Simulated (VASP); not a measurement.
# Au (Fm-3m) in VASP: a series of runs

Runs on Au. Level: LDA. Tasks: single point, relaxation of cell and atoms.

Program: VASP 6.6.1. These are calculated values, not measurements. Logs are shortened: lines on timing, memory, paths and dates and some standing lists are left out, and cuts for length are marked.

### Step 1. The cell of the first run

It takes space group Fm-3m (No. 225, cubic). The conventional cell has a = 4.048 Å, b = 4.048 Å, c = 4.048 Å, α = 90.00°, β = 90.00°, γ = 90.00°. Au (site symmetry m-3m) has 12 Au at 2.86 Å within 3.8 Å.

### Step 2. Single point, LDA

File INCAR:

```
PREC     = Accurate       # precision mode
ENCUT    = 500            # plane-wave cutoff, eV
EDIFF    = 1E-6           # SCF threshold, eV
ISMEAR   = -1             # smearing method
SIGMA    = 0.05           # smearing width, eV
LREAL    = F              # projectors in reciprocal space
LASPH    = T              # aspherical terms in the spheres
NELM     = 120            # most SCF steps
ALGO     = Normal         # electronic algorithm
ISIF     = 2              # what is computed and relaxed
LWAVE    = F              # write WAVECAR
LCHARG   = F              # write CHGCAR
GGA      = CA             # functional
NBANDS   = 12             # bands
GGA_COMPAT= F
```

File KPOINTS:

```
Automatic mesh
0
Gamma
  18 18 18
```

File POSCAR:

```
Au
1.0
    0.0000000000      2.0241690384      2.0241690384
    2.0241690384      0.0000000000      2.0241690384
    2.0241690384      2.0241690384      0.0000000000
Au
1
Direct
    0.0000000000      0.0000000000      0.0000000000
```

Potentials or basis: VASP PAW LDA potentials, release 64 (Au).

The run is started by

```sh
$ cat potpaw_LDA.64/Au/POTCAR > POTCAR
$ mpirun -np 1 vasp_std > vasp.out
```

OUTCAR:

```text
PREC = Accurate
   ENCUT = 500
   EDIFF = 1E-6
   ISMEAR = -1
   LREAL = F
   LASPH = T
   NELM = 120
   ISIF = 2
   GGA = CA

 ion  position               nearest neighbor table
   1  0.000  0.000  0.000-

  LATTYP: Found a face centered cubic cell.
 ALAT       =     4.0483380768

  Lattice vectors:

 A1 = (   0.0000000000,   2.0241690384,   2.0241690384)
 A2 = (   2.0241690384,   0.0000000000,   2.0241690384)
 A3 = (   2.0241690384,   2.0241690384,   0.0000000000)

Analysis of symmetry for initial positions (statically):
=====================================================================
 Subroutine PRICEL returns:
 Original cell was already a primitive cell.

 Routine SETGRP: Setting up the symmetry group for a
 face centered cubic supercell.

 Subroutine GETGRP returns: Found 48 space group operations
 (whereof 48 operations were pure point group operations)
 out of a pool of 48 trial point group operations.

The static configuration has the point symmetry O_h .

Analysis of symmetry for dynamics (positions and initial velocities):
=====================================================================
 Subroutine PRICEL returns:
 Original cell was already a primitive cell.

 Routine SETGRP: Setting up the symmetry group for a
 face centered cubic supercell.

 Subroutine GETGRP returns: Found 48 space group operations
 (whereof 48 operations were pure point group operations)
 out of a pool of 48 trial point group operations.

The dynamic configuration has the point symmetry O_h .

 Subroutine INISYM returns: Found 48 space group operations
 (whereof 48 operations are pure point group operations),
 and found     1 'primitive' translations

----------------------------------------------------------------------------------------

                                     Primitive cell

  volume of cell :      16.5871

  direct lattice vectors                    reciprocal lattice vectors
     0.000000000  2.024169038  2.024169038    -0.247014943  0.247014943  0.247014943
     2.024169038  0.000000000  2.024169038     0.247014943 -0.247014943  0.247014943
     2.024169038  2.024169038  0.000000000     0.247014943  0.247014943 -0.247014943

  length of vectors
     2.862607307  2.862607307  2.862607307     0.427842432  0.427842432  0.427842432

  position of ions in fractional coordinates (direct lattice)
     0.000000000  0.000000000  0.000000000

  ion indices of the primitive-cell ions
   primitive index   ion index
                 1           1

----------------------------------------------------------------------------------------

 KPOINTS: Automatic mesh

Automatic generation of k-mesh.
 Grid dimensions read from file:
 generate k-points for:   18   18   18

 Generating k-lattice:

  Cartesian coordinates                     Fractional coordinates (reciprocal lattice)
    -0.013723052  0.013723052  0.013723052     0.055555556  0.000000000  0.000000000
     0.013723052 -0.013723052  0.013723052     0.000000000  0.055555556  0.000000000
     0.013723052  0.013723052 -0.013723052     0.000000000  0.000000000  0.055555556

  Length of vectors
     0.023769024  0.023769024  0.023769024

  Shift w.r.t. Gamma in fractional coordinates (k-lattice)
     0.000000000  0.000000000  0.000000000

 Subroutine IBZKPT returns following result:
 ===========================================

 Found    195 irreducible k-points:

 Following reciprocal coordinates:
            Coordinates               Weight
  0.000000  0.000000  0.000000      1.000000
  0.055556  0.000000  0.000000      8.000000
  0.111111  0.000000  0.000000      8.000000
  0.166667  0.000000  0.000000      8.000000
  0.222222  0.000000  0.000000      8.000000
  0.277778  0.000000  0.000000      8.000000
[... 16 lines left out ...]
 -0.277778  0.055556  0.000000     24.000000
 -0.222222  0.055556  0.000000     24.000000
 [... further k-points ...]
   k-points           NKPTS =    195   k-points in BZ     NKDIM =    195   number of bands    NBANDS=     12
   number of dos      NEDOS =    301   number of ions     NIONS =      1
   total plane-waves  NPLWV =  13824
   dimension x,y,z NGX =    24 NGY =   24 NGZ =   24
   dimension x,y,z NGXF=    48 NGYF=   48 NGZF=   48
   ions per type =               1
   NGX,Y,Z   is equivalent  to a cutoff of  13.94, 13.94, 13.94 a.u.
   NGXF,Y,Z  is equivalent  to a cutoff of  27.88, 27.88, 27.88 a.u.
 SYSTEM =  unknown system
   PREC   = accura    normal or accurate (medium, high low for compatibility)
   ISTART =      0    job   : 0-new  1-cont  2-samecut
   ICHARG =      2    charge: 1-file 2-atom 10-const
   ISPIN  =      1    spin polarized calculation?
   LNONCOLLINEAR =      F non collinear calculations
   LSORBIT =      F    spin-orbit coupling
   LASPH  =      T    aspherical Exc in radial PAW
   ENCUT  =  500.0 eV  36.75 Ry    6.06 a.u.   5.22  5.22  5.22*2*pi/ulx,y,z
   NELM   =    120;   NELMIN=  2; NELMDL= -5     # of ELM steps
   EDIFF  = 0.1E-05   stopping-criterion for ELM
   LREAL  =      F    real-space projection
   EDIFFG = 0.1E-04   stopping-criterion for IOM
   NSW    =      0    number of steps for IOM
   IBRION =     -1    ionic relax: 0-MD 1-quasi-New 2-CG
   NFREE  =      0    steps in history (QN), initial steepest desc. (CG)
   ISIF   =      2    stress and relaxation
   ISYM   =      2    0-nonsym 1-usesym 2-fastsym
   POTIM  = 0.5000    time-step for ionic-motion
   TEBEG  =    0.0;   TEEND  =   0.0 temperature during run
   PSTRESS=    0.0 pullay stress
   NELECT =      11.0000    total number of electrons
   NUPDOWN=      -1.0000    fix difference up-down
   EMIN   =  10.00;   EMAX   =-10.00  energy-range for DOS
   EFERMI =   0.00;   METHOD = LEGACY
   ISMEAR =    -1;   SIGMA  =   0.05  broadening in eV -4-tet -1-fermi 0-gaus
   EFERMI_NEDOS =   21; number of points for ismear=-14 and -15
   IALGO  =     38    algorithm
   IMIX   =      4    mixing-type and parameters
     AMIX     =   0.40;   BMIX     =  1.00
     AMIX_MAG =   1.60;   BMIX_MAG =  1.00
  volume/ion in A,a.u.               =      16.59       111.94
  Fermi-wavevector in a.u.,A,eV,Ry     =   1.427630  2.697829 27.730401  2.038127
  Thomas-Fermi vector in A             =   2.547779
   LORBIT       =      0    0 simple, 1 ext, 2 COOP (PROOUT), +10 PAW based schemes
   GGA     = CA    functional components
   LHFCALC =     F    Hartree Fock is set to
   AEXX    =    0.0000 exact exchange contribution
   IVDW    =     0    specifies the selected vdW correction
   LEPSILON=     F    determine dielectric tensor
   LRPA    =     F    only Hartree local field effects (RPA)
 non-spin polarized calculation
  energy-cutoff  :      500.00
  volume of cell :       16.59
 maximum number of plane-waves:       444
 NGX is ok and might be reduce to    24
   NGX = 11   NGY = 11   NGZ = 11

 number of electron      10.9999999 magnetization

 Free energy of the ion-electron system (eV)
  ---------------------------------------------------
  ext. energy  EPLUGINS =         0.00000000
  ---------------------------------------------------
  free energy    TOTEN  =        -4.44655670 eV

  energy without entropy =       -4.44421917  energy(sigma->0) =       -4.44538794

 E-fermi :   9.7317     XC(G=0): -13.1399

 val. band max:        9.7193242395   @ k =   0.5000   0.1667   0.0556
 cond. band min:       9.7430275774   @ k =   0.5000   0.2778   0.1111
 fundamental gap:      0.0237033379
 Fermi energy:         9.7317125227

 k-point     1 :       0.0000    0.0000    0.0000
  band No.  band energies     occupation
      1      -0.4545      2.00000
      2       4.8916      2.00000
      3       4.8916      2.00000
      4       4.8916      2.00000
      5       6.5052      2.00000
      6       6.5052      2.00000
      7      24.1946      0.00000
      8      28.3054      0.00000
      9      28.3054      0.00000
     10      28.3054      0.00000
     11      33.4224      0.00000
     12      38.3084      0.00000

 k-point     2 :       0.0556    0.0000    0.0000
  band No.  band energies     occupation
      1      -0.3437      2.00000
      2       4.8536      2.00000
      3       4.9310      2.00000
      4       4.9310      2.00000
      5       6.4866      2.00000
      6       6.4866      2.00000
      7      24.3337      0.00000
      8      27.6076      0.00000
      9      28.4445      0.00000
     10      28.4445      0.00000
     11      34.0452      0.00000
     12      36.8668      0.00000

 k-point     3 :       0.1111    0.0000    0.0000
  band No.  band energies     occupation
      1      -0.0205      2.00000
      2       4.7570      2.00000
      3       5.0338      2.00000
      4       5.0338      2.00000
      5       6.4485      2.00000
      6       6.4485      2.00000
      7      24.6679      0.00000
      8      26.1408      0.00000
      9      28.8403      0.00000
     10      28.8403      0.00000
     11      33.8540      0.00000
     12      36.2033      0.00000

 k-point     4 :       0.1667    0.0000    0.0000
  band No.  band energies     occupation
      1       0.4826      2.00000
      2       4.6563      2.00000
      3       5.1493      2.00000
      4       5.1493      2.00000
      5       6.4465      2.00000
      6       6.4465      2.00000
      7      24.0840      0.00000
      8      25.3476      0.00000
      9      29.4120      0.00000
     10      29.4120      0.00000
     11      32.3578      0.00000
     12      34.6288      0.00000

 k-point     5 :       0.2222    0.0000    0.0000
  band No.  band energies     occupation
      1       1.0888      2.00000
      2       4.6534      2.00000
      3       5.1999      2.00000
      4       5.1999      2.00000
      5       6.5602      2.00000
      6       6.5602      2.00000
      7      22.1341      0.00000
      8      25.4509      0.00000
      9      29.9160      0.00000
     10      29.9160      0.00000
     11      31.6009      0.00000
     12      33.2889      0.00000
[... 228 lines left out ...]
      1       2.2202      2.00000
      2       4.8857      2.00000
      3       4.9756      2.00000
      4       6.6227      2.00000
      5       7.4112      2.00000
      6       8.2178      2.00000
      7      15.0155      0.00000
      8      24.0427      0.00000
      9      26.6356      0.00000
     10      27.9177      0.00000
     11      34.0236      0.00000
     12      34.7729      0.00000

 k-point    22 :      -0.3333    0.0556    0.0000
  band No.  band energies     occupation
      1       2.1446      2.00000
      2       4.9844      2.00000
      3       5.0676      2.00000
      4       5.7290      2.00000
      5       7.0630      2.00000
      6       7.6753      2.00000
      7      17.0865      0.00000
      8      24.4624      0.00000
      9      27.1699      0.00000
     10      29.1001      0.00000
     11      32.7828      0.00000
     12      34.0240      0.00000

 k-point    23 :      -0.2778    0.0556    0.0000
  band No.  band energies     occupation
      1       1.8856      2.00000
      2       4.9213      2.00000
      3       5.1590      2.00000
      4       5.1773      2.00000
      5       6.6949      2.00000
      6       7.2556      2.00000
      7      19.2929      0.00000
      8      24.9802      0.00000
      9      27.8859      0.00000
     10      30.5520      0.00000
     11      31.4846      0.00000
     12      33.0499      0.00000

 k-point    24 :      -0.2222    0.0556    0.0000
  band No.  band energies     occupation
      1       1.3834      2.00000
      2       4.6031      2.00000
      3       5.2134      2.00000
      4       5.2540      2.00000
      5       6.3977      2.00000
      6       6.9077      2.00000
      7      21.4849      0.00000
      8      25.3882      0.00000
      9      28.4951      0.00000
     10      30.6891      0.00000
     11      31.4099      0.00000
     12      32.8189      0.00000

 [... further k-points ...]
[... 5 lines left out ...]
  --------------------------------------------------------------------------------------
  -------------------------------------------------------------------------------------
  Total        0.0532649      0.0532649      0.0532649      0.0000000      0.0000000      0.0000000
  in kB        5.1449485      5.1449485      5.1449485      0.0000000      0.0000000      0.0000000
  external PRESSURE =       5.1449485 kB  Pullay stress =       0.0000000 kB

 VOLUME and BASIS-vectors are now :
 -----------------------------------------------------------------------------
  energy-cutoff  :      500.00
  volume of cell :       16.59
      direct lattice vectors                 reciprocal lattice vectors
     0.000000000  2.024169038  2.024169038    -0.247014943  0.247014943  0.247014943
     2.024169038  0.000000000  2.024169038     0.247014943 -0.247014943  0.247014943
     2.024169038  2.024169038  0.000000000     0.247014943  0.247014943 -0.247014943

 POSITION                                       TOTAL-FORCE (eV/Angst)
 -----------------------------------------------------------------------------------
      0.00000      0.00000      0.00000        -0.000000      0.000000      0.000000
 -----------------------------------------------------------------------------------
    total drift:                               -0.000000      0.000000      0.000000

  FREE ENERGIE OF THE ION-ELECTRON SYSTEM (eV)
  ---------------------------------------------------
  free  energy   TOTEN  =        -4.4465567029 eV

  energy  without entropy=       -4.4442191718  energy(sigma->0) =       -4.44538794
```

Run time: 13 s. Hardware: 1 thread of Intel Xeon Platinum 8375C at 2.90GHz (Ice Lake), shared host; peak memory 0.15 GiB.

What came out:

```
Free energy            : -4.4466 eV
Pressure               : 0.5 GPa
Band gap on the k mesh : zero (an odd number of electrons rules out a gap without spin polarisation)
```

Caveat: spin-orbit coupling is left out, which moves the levels of the heavy elements.

### Step 3. Relaxation of cell and atoms, LDA

This run uses another cell than the first one, of 16.95 Å³/atom.

File INCAR:

```
SYSTEM = Au
PREC = Accurate
ENCUT = 500
EDIFF = 1E-7
ISMEAR = -1
SIGMA = 0.05
LREAL = .FALSE.
LASPH = .TRUE.
NELM = 120
ALGO = Normal
ISIF = 3
LWAVE = .FALSE.
LCHARG = .FALSE.
GGA = CA
IBRION = 2
NSW = 60
EDIFFG = -0.005
GGA_COMPAT = .FALSE.
NELMIN = 4
```

File KPOINTS:

```
regular mesh
0
G
  18 18 18
  0 0 0
```

File POSCAR:

```
Au
1.0
    0.0000000000      2.0388247748      2.0388247748
    2.0388247748      0.0000000000      2.0388247748
    2.0388247748      2.0388247748      0.0000000000
Au
1
Direct
    0.0000000000      0.0000000000      0.0000000000
```

Potentials or basis: VASP PAW LDA potentials, release 64 (Au).

The run is started by

```sh
$ cat potpaw_LDA.64/Au/POTCAR > POTCAR
$ mpirun -np 1 vasp_std > vasp.out
```

Wall time 25 s (1 thread of Intel Xeon Platinum 8375C at 2.90GHz (Ice Lake), shared host); peak memory 0.17 GiB.

It converged, with:

```
Free energy                           : -4.4469 eV
Relaxed volume                        : 16.63 Å³/atom
Relaxed cell                          : a = 2.865 Å, b = 2.865 Å, c = 2.865 Å, α = 60.00°, β = 60.00°, γ = 60.00°
Space group after relaxing (to 0.1 Å) : Fm-3m (No. 225)
Energy gained by relaxing             : 3.6 meV/atom
Ionic steps                           : 3
Pressure after relaxing               : 0.0 GPa
Band gap on the k mesh                : zero (an odd number of electrons rules out a gap without spin polarisation)
```

The path:
```
step  energy change (eV)  largest force (eV/Å)  pressure (GPa)  volume (Å³)
   1              0.0000                0.0000           -3.48        16.95
   2              0.0091                0.0000            7.41        16.06
   3             -0.0036                0.0000           -0.04        16.63
```

Final structure:
```
Au
1.0
     0.00000    2.02602    2.02602
     2.02602    0.00000    2.02602
     2.02602    2.02602    0.00000
Au
1
Direct
  0.00000 0.00000 0.00000
```

Levels at points of the mesh, in eV from the Fermi level:
```csv
k point,band 2,band 3,band 4,band 5,band 6,band 7,band 8,band 9
"(0.00, 0.00, 0.00)",-4.82,-4.82,-4.82,-3.22,-3.22,14.47,18.56,18.56
"(0.50, 0.00, 0.00)",-4.86,-4.86,-1.96,-1.96,-1.10,3.20,13.93,17.22
"(0.50, 0.50, 0.00)",-6.98,-2.00,-1.62,-1.62,0.91,5.96,10.01,10.01
```

Caveat: spin-orbit coupling is left out, which moves the levels of the heavy elements.
